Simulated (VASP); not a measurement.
# N (P-1) in VASP: a series of runs

N is run at these levels: r2SCAN; tasks: single point.

Program: VASP 6.6.1. These are calculated values, not measurements. Logs are shortened: lines on timing, memory, paths and dates and some standing lists are left out, and cuts for length are marked.

## 1. The cell of the first run

The typed cell holds 2 atoms: a = 3.629 Å, b = 3.629 Å, c = 5.890 Å, α = 90.00°, β = 90.00°, γ = 120.00°.

## 2. Single point, r2SCAN, collinear spin, ferromagnetic start (atom 1 (N) moved by (-0.200, -0.200) A along [1 1 0] and z)

POSCAR reads:

```
N
1.0
    3.6290016496      0.0000000000      0.0000000000
   -1.8145008248      3.1428076190      0.0000000000
    0.0000000000      0.0000000000      5.8900000000
N
2
Direct
    0.2718643576      0.6216682533      0.2160441426
    0.6666666667      0.3333333333      0.7500000000
```

INCAR.step1 reads:

```
ALGO = Normal
EDIFF = 1E-4
ENCUT = 520
GGA = PE
ISMEAR = 0
ISPIN = 2
LASPH = T
LCHARG = F
LREAL = F
LWAVE = T
MAGMOM = 3.2 3.2
NBANDS = 16
NELM = 150
PREC = Accurate
SIGMA = 0.05
```

INCAR.step2 reads:

```
ALGO = Normal
EDIFF = 1E-6
ENCUT = 520
ISIF = 2
ISMEAR = 0
ISPIN = 2
ISTART = 1
LASPH = T
LCHARG = F
LMIXTAU = T
LORBIT = 11
LREAL = F
LWAVE = F
MAGMOM = 3.2 3.2
METAGGA = R2SCAN
NBANDS = 16
NELM = 150
PREC = Accurate
SIGMA = 0.05
```

KPOINTS reads:

```
k-points
0
Gamma
  6 6 4
```

Potentials or basis: VASP PAW PBE potentials, release 64 (N).

The run is started by

```
$ cat potpaw_PBE.64/N/POTCAR > POTCAR
$ cp INCAR.step1 INCAR
$ mpirun -np 1 vasp_std > vasp.out
$ cp INCAR.step2 INCAR
$ mpirun -np 1 vasp_std > vasp.out
```

OUTCAR:

```text
EDIFF = 1E-6
   ENCUT = 520
   ISIF = 2
   ISMEAR = 0
   ISPIN = 2
   ISTART = 1
   LASPH = T
   LORBIT = 11
   LREAL = F
   METAGGA = R2SCAN
   NELM = 150
   PREC = Accurate

 ion  position               nearest neighbor table
   1  0.272  0.622  0.216-
   2  0.667  0.333  0.750-

  LATTYP: Found a hexagonal cell.
 ALAT       =     3.6290016496
 C/A-ratio  =     1.6230359114

  Lattice vectors:

 A1 = (   3.6290016496,   0.0000000000,   0.0000000000)
 A2 = (  -1.8145008248,   3.1428076190,   0.0000000000)
 A3 = (   0.0000000000,   0.0000000000,   5.8900000000)

Analysis of symmetry for initial positions (statically):
=====================================================================
 Subroutine PRICEL returns:
 Original cell was already a primitive cell.

 Routine SETGRP: Setting up the symmetry group for a
 hexagonal supercell.

 Subroutine GETGRP returns: Found  2 space group operations
 (whereof  1 operations were pure point group operations)
 out of a pool of 24 trial point group operations.

The static configuration has the point symmetry C_1 .
 The point group associated with its full space group is S_2 .

Analysis of symmetry for dynamics (positions and initial velocities):
=====================================================================
 Subroutine PRICEL returns:
 Original cell was already a primitive cell.

 Routine SETGRP: Setting up the symmetry group for a
 hexagonal supercell.

 Subroutine GETGRP returns: Found  2 space group operations
 (whereof  1 operations were pure point group operations)
 out of a pool of 24 trial point group operations.

The dynamic configuration has the point symmetry C_1 .
 The point group associated with its full space group is S_2 .

Analysis of structural, dynamic, and magnetic symmetry:
=====================================================================
 Subroutine PRICEL returns:
 Original cell was already a primitive cell.

 Routine SETGRP: Setting up the symmetry group for a
 hexagonal supercell.

 Subroutine GETGRP returns: Found  2 space group operations
 (whereof  1 operations were pure point group operations)
 out of a pool of 24 trial point group operations.

The overall configuration has the point symmetry C_1 .
 The point group associated with its full space group is S_2 .

 Subroutine INISYM returns: Found  2 space group operations
 (whereof  1 operations are pure point group operations),
 and found     1 'primitive' translations

----------------------------------------------------------------------------------------

                                     Primitive cell

  volume of cell :      67.1769

  direct lattice vectors                    reciprocal lattice vectors
     3.629001650  0.000000000  0.000000000     0.275557880  0.159093416  0.000000000
    -1.814500825  3.142807619  0.000000000     0.000000000  0.318186832  0.000000000
     0.000000000  0.000000000  5.890000000     0.000000000  0.000000000  0.169779287

  length of vectors
     3.629001650  3.629001650  5.890000000     0.318186832  0.318186832  0.169779287

  position of ions in fractional coordinates (direct lattice)
     0.271864358  0.621668253  0.216044143
     0.666666667  0.333333333  0.750000000

  ion indices of the primitive-cell ions
   primitive index   ion index
                 1           1
                 2           2

----------------------------------------------------------------------------------------

 KPOINTS: k-points

Automatic generation of k-mesh.
 Grid dimensions read from file:
 generate k-points for:    6    6    4

 Generating k-lattice:

  Cartesian coordinates                     Fractional coordinates (reciprocal lattice)
     0.045926313  0.026515569  0.000000000     0.166666667  0.000000000  0.000000000
     0.000000000  0.053031139  0.000000000     0.000000000  0.166666667  0.000000000
     0.000000000  0.000000000  0.042444822     0.000000000  0.000000000  0.250000000

  Length of vectors
     0.053031139  0.053031139  0.042444822

  Shift w.r.t. Gamma in fractional coordinates (k-lattice)
     0.000000000  0.000000000  0.000000000

 Subroutine IBZKPT returns following result:
 ===========================================

 Found     76 irreducible k-points:

 Following reciprocal coordinates:
            Coordinates               Weight
  0.000000  0.000000  0.000000      1.000000
  0.166667  0.000000  0.000000      2.000000
  0.000000  0.166667  0.000000      2.000000
 -0.166667  0.166667  0.000000      2.000000
  0.333333  0.000000  0.000000      2.000000
  0.000000  0.333333  0.000000      2.000000
[... 16 lines left out ...]
  0.000000  0.166667  0.250000      2.000000
 -0.166667  0.166667  0.250000      2.000000
 [... further k-points ...]
   k-points           NKPTS =     76   k-points in BZ     NKDIM =     76   number of bands    NBANDS=     16
   number of dos      NEDOS =    301   number of ions     NIONS =      2
   total plane-waves  NPLWV =  37632
   dimension x,y,z NGX =    28 NGY =   28 NGZ =   48
   dimension x,y,z NGXF=    56 NGYF=   56 NGZF=   96
   ions per type =               2
   NGX,Y,Z   is equivalent  to a cutoff of  12.83, 12.83, 13.55 a.u.
   NGXF,Y,Z  is equivalent  to a cutoff of  25.65, 25.65, 27.10 a.u.
 SYSTEM =  unknown system
   PREC   = accura    normal or accurate (medium, high low for compatibility)
   ISTART =      1    job   : 0-new  1-cont  2-samecut
   ICHARG =      0    charge: 1-file 2-atom 10-const
   ISPIN  =      2    spin polarized calculation?
   LNONCOLLINEAR =      F non collinear calculations
   LSORBIT =      F    spin-orbit coupling
   LASPH  =      T    aspherical Exc in radial PAW
   ENCUT  =  520.0 eV  38.22 Ry    6.18 a.u.   6.75  6.75 10.95*2*pi/ulx,y,z
   NELM   =    150;   NELMIN=  2; NELMDL=  0     # of ELM steps
   EDIFF  = 0.1E-05   stopping-criterion for ELM
   LREAL  =      F    real-space projection
   EDIFFG = 0.1E-04   stopping-criterion for IOM
   NSW    =      0    number of steps for IOM
   IBRION =     -1    ionic relax: 0-MD 1-quasi-New 2-CG
   NFREE  =      0    steps in history (QN), initial steepest desc. (CG)
   ISIF   =      2    stress and relaxation
   ISYM   =      2    0-nonsym 1-usesym 2-fastsym
   POTIM  = 0.5000    time-step for ionic-motion
   TEBEG  =    0.0;   TEEND  =   0.0 temperature during run
   PSTRESS=    0.0 pullay stress
   NELECT =      10.0000    total number of electrons
   NUPDOWN=      -1.0000    fix difference up-down
   EMIN   =  10.00;   EMAX   =-10.00  energy-range for DOS
   EFERMI =   0.00;   METHOD = LEGACY
   ISMEAR =     0;   SIGMA  =   0.05  broadening in eV -4-tet -1-fermi 0-gaus
   EFERMI_NEDOS =   21; number of points for ismear=-14 and -15
   IALGO  =     38    algorithm
   IMIX   =      4    mixing-type and parameters
     AMIX     =   0.40;   BMIX     =  1.00
     AMIX_MAG =   1.60;   BMIX_MAG =  1.00
  volume/ion in A,a.u.               =      33.59       226.67
  Fermi-wavevector in a.u.,A,eV,Ry     =   0.867630  1.639584 10.242227  0.752782
  Thomas-Fermi vector in A             =   1.986192
   LORBIT       =     11    0 simple, 1 ext, 2 COOP (PROOUT), +10 PAW based schemes
   METAGGA = R2SCAN    functional components
   LHFCALC =     F    Hartree Fock is set to
   AEXX    =    0.0000 exact exchange contribution
   IVDW    =     0    specifies the selected vdW correction
   LEPSILON=     F    determine dielectric tensor
   LRPA    =     F    only Hartree local field effects (RPA)
 spin polarized calculation
 Gauss-broadening in eV      SIGMA  =   0.05
  energy-cutoff  :      520.00
  volume of cell :       67.18
 maximum number of plane-waves:      1834
   NGX = 13   NGY = 13   NGZ = 21

 number of electron      10.0000000 magnetization       6.0000000

 Free energy of the ion-electron system (eV)
  ---------------------------------------------------
  ext. energy  EPLUGINS =         0.00000000
  ---------------------------------------------------
  free energy    TOTEN  =        -8.86811552 eV

  energy without entropy =       -8.86811552  energy(sigma->0) =       -8.86811552

 E-fermi :  -5.7128     XC(G=0):  -5.3127

 val. band max:       -5.9724061651   @ k =   0.0000   0.0000   0.0000
 cond. band min:      -2.0743806770   @ k =   0.0000   0.0000   0.0000
 fundamental gap:      3.8980254881
 Fermi energy:        -5.7127512095

 spin component 1

 k-point     1 :       0.0000    0.0000    0.0000
  band No.  band energies     occupation
      1     -19.2495      1.00000
      2     -18.9428      1.00000
      3      -7.2086      1.00000
      4      -6.1634      1.00000
      5      -6.1166      1.00000
      6      -6.0335      1.00000
[... 8 lines left out ...]
     15      14.1083      0.00000
     16      14.8286      0.00000
[... 419 lines left out ...]
 k-point    24 :      -0.1667    0.1667    0.2500
  band No.  band energies     occupation
      1     -19.1573      1.00000
      2     -18.9506      1.00000
      3      -6.9896      1.00000
      4      -6.4330      1.00000
      5      -6.2620      1.00000
      6      -6.1904      1.00000
[... 8 lines left out ...]
     15      13.2875      0.00000
     16      13.9174      0.00000

 [... further k-points ...]

 spin component 2

 k-point     1 :       0.0000    0.0000    0.0000
  band No.  band energies     occupation
      1     -13.2935      1.00000
      2     -12.7643      1.00000
      3      -2.0744      0.00000
      4      -0.1099      0.00000
      5      -0.0362      0.00000
      6       0.0995      0.00000
[... 8 lines left out ...]
     15      16.7280      0.00000
     16      17.4894      0.00000
[... 419 lines left out ...]
 k-point    24 :      -0.1667    0.1667    0.2500
  band No.  band energies     occupation
      1     -13.1348      1.00000
      2     -12.7816      1.00000
      3      -1.6897      0.00000
      4      -0.7190      0.00000
      5      -0.3469      0.00000
      6      -0.1703      0.00000
[... 8 lines left out ...]
     15      15.9184      0.00000
     16      16.4682      0.00000

 [... further k-points ...]

------------------------ aborting loop because EDIFF is reached ----------------------------------------

  FORCE on cell =-STRESS in cart. coord.  units (eV):
  Direction    XX          YY          ZZ          XY          YZ          ZX
  --------------------------------------------------------------------------------------
  -------------------------------------------------------------------------------------
  Total        0.0883804      0.0645351      0.1164757      0.0114700      0.0123459      0.0158711
  in kB        2.1078811      1.5391696      2.7779572      0.2735604      0.2944517      0.3785280
  external PRESSURE =       2.1416693 kB  Pullay stress =       0.0000000 kB

 VOLUME and BASIS-vectors are now :
 -----------------------------------------------------------------------------
  energy-cutoff  :      520.00
  volume of cell :       67.18
      direct lattice vectors                 reciprocal lattice vectors
     3.629001650  0.000000000  0.000000000     0.275557880  0.159093416  0.000000000
    -1.814500825  3.142807619  0.000000000     0.000000000  0.318186832  0.000000000
     0.000000000  0.000000000  5.890000000     0.000000000  0.000000000  0.169779287

 POSITION                                       TOTAL-FORCE (eV/Angst)
 -----------------------------------------------------------------------------------
     -0.14142      1.95378      1.27250         0.010685      0.008255      0.049940
      1.81450      1.04760      4.41750        -0.010685     -0.008255     -0.049940
 -----------------------------------------------------------------------------------
    total drift:                               -0.000008      0.000004      0.000009

  FREE ENERGIE OF THE ION-ELECTRON SYSTEM (eV)
  ---------------------------------------------------
  free  energy   TOTEN  =        -8.8681155219 eV

  energy  without entropy=       -8.8681155219  energy(sigma->0) =       -8.86811552

 total charge

# of ion       s       p       d       tot
------------------------------------------
    1        1.359   1.940   0.000   3.299
    2        1.359   1.940   0.000   3.299
--------------------------------------------------
tot          2.718   3.881   0.000   6.599

 magnetization (x)

# of ion       s       p       d       tot
------------------------------------------
    1        0.051   1.940   0.000   1.991
    2        0.051   1.940   0.000   1.991
--------------------------------------------------
tot          0.101   3.880   0.000   3.981
```

It took 4.6 min on 1 thread of AMD EPYC 9R45 (Zen 5), shared host; peak memory 0.26 GiB.

Results:

```yaml
Free_energy: -8.8681 eV
Pressure: 0.2 GPa
Largest_force: 0.052 eV/Å
Band_gap_on_the_k_mesh: 3.90 eV
Net_moment: 6.00 μB per cell
Site_moments: N +1.99 μB
Valence_electrons_inside_the_program's_atomic_spheres: N 3.30
```

Forces in eV/Å, atoms in the order of the input:
```
N    0.011  0.008  0.050
N   -0.011 -0.008 -0.050
```

Levels at points of the mesh, in eV from the valence-band top:
Spin up:
```csv
k point,band 6,band 7,band 8,band 9,band 10,band 11
"(0.00, 0.00, 0.00)",-0.06,-0.03,0.00,8.29,12.25,12.59
"(0.50, 0.00, 0.00)",-0.41,-0.38,-0.15,11.88,12.10,13.49
"(0.00, 0.50, 0.00)",-0.42,-0.19,-0.14,11.91,12.14,13.02
"(0.50, 0.50, 0.00)",-0.41,-0.24,-0.15,11.90,12.13,13.14
"(0.00, 0.00, 0.50)",-0.12,-0.08,-0.06,9.48,9.81,15.56
"(0.50, 0.00, 0.50)",-0.26,-0.25,-0.23,12.08,12.15,13.23
"(0.00, 0.50, 0.50)",-0.31,-0.29,-0.21,12.01,12.20,13.24
"(0.50, 0.50, 0.50)",-0.30,-0.29,-0.19,12.03,12.19,13.23
```
Spin down:
| k point | band 1 | band 2 | band 3 | band 4 | band 5 | band 6 |
| --- | --- | --- | --- | --- | --- | --- |
| (0.00, 0.00, 0.00) | -7.32 | -6.79 | 3.90 | 5.86 | 5.94 | 6.07 |
| (0.50, 0.00, 0.00) | -6.78 | -6.71 | 4.13 | 4.47 | 5.20 | 5.45 |
| (0.00, 0.50, 0.00) | -6.86 | -6.63 | 4.01 | 4.59 | 4.95 | 5.45 |
| (0.50, 0.50, 0.00) | -6.84 | -6.65 | 4.04 | 4.56 | 5.00 | 5.46 |
| (0.00, 0.00, 0.50) | -7.16 | -6.98 | 4.73 | 5.01 | 5.95 | 5.98 |
| (0.50, 0.00, 0.50) | -6.75 | -6.73 | 3.97 | 4.04 | 5.60 | 5.72 |
| (0.00, 0.50, 0.50) | -6.78 | -6.70 | 4.02 | 4.14 | 5.53 | 5.63 |
| (0.50, 0.50, 0.50) | -6.78 | -6.71 | 4.01 | 4.11 | 5.54 | 5.65 |

Caveat: the cell differs from its parent crystal (atom 1 (N) moved by (-0.200, -0.200) A along [1 1 0] and z); the nearest neighbours stand farther apart than a usual bond; the PAW data sets were made with another functional, which shifts forces and pressure a little. A k mesh can miss the band edges.

## 3. Single point, r2SCAN, collinear spin, ferromagnetic start (atom 1 (N) moved by (+0.200, -0.200) A along [1 1 0] and z)

POSCAR: that of step 2 with these lines changed.

```diff
@@ -8,3 +8,3 @@
 Direct
-    0.2718643576      0.6216682533      0.2160441426
+    0.3948023091      0.7116650800      0.2160441426
     0.6666666667      0.3333333333      0.7500000000
```

INCAR.step1 reads:

```
SYSTEM = N
  ALGO = Normal
  EDIFF = 1E-4
  ENCUT = 520
  GGA = PE
  ISMEAR = 0
  ISPIN = 2
  LASPH = .TRUE.
  LCHARG = .FALSE.
  LREAL = .FALSE.
  LWAVE = .TRUE.
  MAGMOM = 3.2 3.2
  NBANDS = 16
  NELM = 150
  PREC = Accurate
  SIGMA = 0.05
```

INCAR.step2 reads:

```
SYSTEM = N
  ALGO = Normal
  EDIFF = 1E-7
  ENCUT = 520
  ISIF = 2
  ISMEAR = 0
  ISPIN = 2
  ISTART = 1
  LASPH = .TRUE.
  LCHARG = .FALSE.
  LMIXTAU = .TRUE.
  LORBIT = 11
  LREAL = .FALSE.
  LWAVE = .FALSE.
  MAGMOM = 3.2 3.2
  METAGGA = R2SCAN
  NBANDS = 16
  NELM = 150
  PREC = Accurate
  SIGMA = 0.05
```

KPOINTS reads:

```
k-points
0
G
  6 6 4
  0 0 0
```

Potentials or basis: VASP PAW PBE potentials, release 64 (N).

The run is started by

```
$ cat potpaw_PBE.64/N/POTCAR > POTCAR
$ cp INCAR.step1 INCAR
$ mpirun -np 1 vasp_std > vasp.out
$ cp INCAR.step2 INCAR
$ mpirun -np 1 vasp_std > vasp.out
```

It took 5.1 min on 1 thread of AMD EPYC 9R45 (Zen 5), shared host; peak memory 0.26 GiB.

It converged, with:

| Item | Value |
| --- | --- |
| Free energy | -8.8683 eV |
| Pressure | 0.2 GPa |
| Largest force | 0.051 eV/Å |
| Band gap on the k mesh | 3.91 eV |
| Net moment | 6.00 μB per cell |
| Site moments | N +1.99 μB |
| Valence electrons inside the program's atomic spheres | N 3.30 |

Forces in eV/Å, atoms in the order of the input:
```
N   -0.006 -0.008  0.050
N    0.006  0.008 -0.050
```

Stress tensor (GPa, compression positive):
```
 0.15 -0.03 -0.02
-0.03  0.21 -0.03
-0.02 -0.03  0.27
```

Levels at points of the mesh, in eV from the valence-band top:
Spin up:
| k point | band 6 | band 7 | band 8 | band 9 | band 10 | band 11 |
| --- | --- | --- | --- | --- | --- | --- |
| (0.00, 0.00, 0.00) | -0.06 | -0.01 | 0.00 | 8.30 | 12.25 | 12.60 |
| (0.50, 0.00, 0.00) | -0.42 | -0.16 | -0.13 | 11.92 | 12.16 | 12.97 |
| (0.00, 0.50, 0.00) | -0.40 | -0.34 | -0.15 | 11.89 | 12.12 | 13.42 |
| (0.50, 0.50, 0.00) | -0.40 | -0.29 | -0.15 | 11.90 | 12.12 | 13.29 |
| (0.00, 0.00, 0.50) | -0.11 | -0.08 | -0.06 | 9.49 | 9.82 | 15.56 |
| (0.50, 0.00, 0.50) | -0.33 | -0.27 | -0.22 | 12.01 | 12.22 | 13.24 |
| (0.00, 0.50, 0.50) | -0.27 | -0.25 | -0.20 | 12.07 | 12.17 | 13.24 |
| (0.50, 0.50, 0.50) | -0.28 | -0.26 | -0.19 | 12.06 | 12.18 | 13.24 |
Spin down:
| k point | band 1 | band 2 | band 3 | band 4 | band 5 |
| --- | --- | --- | --- | --- | --- |
| (0.00, 0.00, 0.00) | -7.31 | -6.79 | 3.91 | 5.87 | 5.94 |
| (0.50, 0.00, 0.00) | -6.86 | -6.61 | 4.00 | 4.61 | 4.93 |
| (0.00, 0.50, 0.00) | -6.79 | -6.69 | 4.12 | 4.50 | 5.16 |
| (0.50, 0.50, 0.00) | -6.81 | -6.67 | 4.09 | 4.53 | 5.08 |
| (0.00, 0.00, 0.50) | -7.15 | -6.97 | 4.74 | 5.02 | 5.95 |
| (0.50, 0.00, 0.50) | -6.78 | -6.69 | 4.04 | 4.17 | 5.54 |
| (0.00, 0.50, 0.50) | -6.75 | -6.72 | 3.98 | 4.06 | 5.59 |
| (0.50, 0.50, 0.50) | -6.76 | -6.71 | 3.99 | 4.08 | 5.57 |

Caveat: the cell differs from its parent crystal (atom 1 (N) moved by (+0.200, -0.200) A along [1 1 0] and z); the nearest neighbours stand farther apart than a usual bond; the PAW data sets were made with another functional, which shifts forces and pressure a little. A k mesh can miss the band edges.
